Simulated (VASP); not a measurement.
Input of a VASP 6.6.1 run:

INCAR

```
ALGO = Normal ; EDIFF = 1E-6
ENCUT = 500 ; GGA_COMPAT = F
ISIF = 2 ; ISMEAR = 1
LASPH = T ; LCHARG = F
LREAL = F ; LWAVE = F
NBANDS = 13 ; NELM = 120
PREC = Accurate ; SIGMA = 0.1
```

The input KPOINTS:

```
k-points
0
Gamma
  12 12 12
```

File POSCAR:

```
W
1.0
    2.7407020215     -0.0000000152     -0.0000000263
   -0.9135673262      2.5839586512     -0.0000000263
   -0.9135673262     -1.2919792876      2.2377738561
W
1
Direct
    0.0000000000      0.0000000000      0.0000000000
```

Potentials or basis: VASP PAW LDA potentials, release 64 (W_sv).

Command:

```console
$ cat potpaw_LDA.64/W_sv/POTCAR > POTCAR
$ mpirun -np 1 vasp_std > vasp.out
```

Question: What does it give for the pressure?

Answer: -7.3 GPa.

Question: Predict the band gap on the k mesh.

Answer: Zero (band 7 reaches 16.48 eV, above the bottom of band 8 at 10.07 eV).

Caveat: spin-orbit coupling is left out, which moves the levels of the heavy elements.
